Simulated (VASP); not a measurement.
Write the native input for VASP 6.6.1 that does the following.

```
Task                   : single point
Functional             : PBE
Potentials or basis    : VASP PAW PBE potentials, release 64 (Fe)
Cutoff                 : 520 eV
k mesh                 : 22 × 22 × 22
Occupations            : gaussian, width 0.05 eV
Spin                   : collinear spin, ferromagnetic start
Starting moments       : [2.41] μB
Dipole correction      : no
Further INCAR settings : ALGO = Normal; EDIFF = 1e-06; NBANDS = 14
```

The structure of Fe lies in POSCAR:

```
Fe
1.0
   -1.4155932731      1.4155932731      1.4155932731
    1.4155932731     -1.4155932731      1.4155932731
    1.4155932731      1.4155932731     -1.4155932731
Fe
1
Direct
    0.0000000000      0.0000000000      0.0000000000
```

One way to write it, as run:

INCAR

```
PREC = Accurate
ENCUT = 520
EDIFF = 1E-6
ISMEAR = 0
SIGMA = 0.05
LREAL = F
LASPH = T
NELM = 150
ALGO = Normal
ISIF = 2
LWAVE = F
LCHARG = F
ISPIN = 2
MAGMOM = 2.41
LORBIT = 11
LMAXMIX = 4
GGA = PE
NBANDS = 14
```

KPOINTS

```
Automatic mesh
0
Gamma
  22 22 22
```

Potentials or basis: VASP PAW PBE potentials, release 64 (Fe).

Command:

```console
$ cat potpaw_PBE.64/Fe/POTCAR > POTCAR
$ mpirun -np 1 vasp_std > vasp.out
```

It gave:

* Pressure: -0.6 GPa
* Net moment: 2.18 μB per cell
* Site moments: Fe +2.17 μB
* Valence electrons inside the program's atomic spheres: Fe 7.27

Wall time 62 s on 1 thread of Intel(R) Xeon(R) Platinum 8559C (Emerald Rapids) (shared host), peak memory 0.18 GiB.
